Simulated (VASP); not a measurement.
Set up this calculation in VASP 6.6.1, as the native input.

- Task: single point
- Functional: PBE
- Potentials or basis: VASP PAW PBE potentials, release 64 (Zn, Au)
- Cutoff: 520 eV
- k mesh: 14 × 14 × 14
- Occupations: gaussian, width 0.1 eV
- Spin: no spin polarisation
- Dipole correction: no
- Further INCAR settings: ALGO = Normal; EDIFF = 1e-07; NBANDS = 18

The structure of ZnAu lies in POSCAR:

```
ZnAu
1.0
    3.1545058572      0.0000000000      0.0000000000
    0.0000000000      3.1545058572      0.0000000000
    0.0000000000      0.0000000000      3.1545058572
Zn Au
1 1
Direct
    0.5000000000      0.5000000000      0.5000000000
    0.0000000000      0.0000000000      0.0000000000
```

This cell differs from its parent crystal: volume scaled by 0.97.

The input as run:

INCAR

```
ALGO = Normal ; EDIFF = 1E-7
ENCUT = 520 ; GGA = PE
ISIF = 2 ; ISMEAR = 0
LASPH = T ; LCHARG = T
LELF = T ; LREAL = F
LVHAR = T ; LWAVE = F
NBANDS = 18 ; NELM = 60
PREC = Accurate ; SIGMA = 0.1
```

KPOINTS

```
k-points
0
Gamma
  14 14 14
```

Potentials or basis: VASP PAW PBE potentials, release 64 (Zn, Au).

The run is started by

```console
$ cat potpaw_PBE.64/Zn/POTCAR potpaw_PBE.64/Au/POTCAR > POTCAR
$ mpirun -np 1 vasp_std > vasp.out
```

Results of the run:

* Pressure: 4.0 GPa

It took 100 s on 1 thread of AMD EPYC 7R13 (shared host), peak memory 0.17 GiB.
